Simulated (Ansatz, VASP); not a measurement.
**BaF2: VASP beside Ansatz**

The input INCAR:

```
SYSTEM = BaF2
  PREC = Accurate
  ENCUT = 600
  EDIFF = 1E-6
  ISMEAR = -1
  SIGMA = 0.05
  LREAL = .FALSE.
  LASPH = .TRUE.
  NELM = 120
  ALGO = Normal
  ISIF = 2
  LWAVE = .FALSE.
  LCHARG = .TRUE.
  GGA = PE
  LELF = .TRUE.
  LVHAR = .TRUE.
  NBANDS = 19
  GGA_COMPAT = .FALSE.
```

The input KPOINTS:

```
regular mesh
0
G
  6 6 6
  0 0 0
```

File POSCAR:

```
BaF2
1.0
    0.0000000000      3.1000500000      3.1000500000
    3.1000500000      0.0000000000      3.1000500000
    3.1000500000      3.1000500000      0.0000000000
Ba F
1 2
Direct
    0.0000000000      0.0000000000      0.0000000000
    0.2500000000      0.2500000000      0.2500000000
    0.7500000000      0.7500000000      0.7500000000
```

Input for Ansatz:

```yaml
crystal:
  lattice:
    - [0.0, 3.10005, 3.10005]
    - [3.10005, 0.0, 3.10005]
    - [3.10005, 3.10005, 0.0]
  atoms:
    - { symbol: Ba, position: [0.0, 0.0, 0.0] }
    - { symbol: F, position: [0.25, 0.25, 0.25] }
    - { symbol: F, position: [0.75, 0.75, 0.75] }
basis:
  ecutwfc: 500.0
kpoints:
  mp_grid:
    grid: [6, 6, 6]
hamiltonian:
  xc: pbe
  pseudopotentials:
    kind: paw
scf:
  occupations:
    method: fermi_dirac
    width: 0.05
output:
  stress: true
```

Alike in both runs: task single point; functional PBE; k mesh 6 × 6 × 6; occupations fermi-dirac, width 0.05 eV; no spin polarisation.

|  | VASP | Ansatz |
| --- | --- | --- |
| version | VASP 6.6.1 | Ansatz 0.2.0 |
| potentials or method | VASP PAW PBE potentials, release 64 (Ba_sv, F), cutoff 600 eV | plane waves, PAW |
| valence electrons in the cell | 24 | 24 |

|  | VASP | Ansatz | Ansatz less VASP |
| --- | --- | --- | --- |
| pressure (GPa) | 2.3 | 1.3 | -1.00 |

Spin-orbit coupling is off throughout.
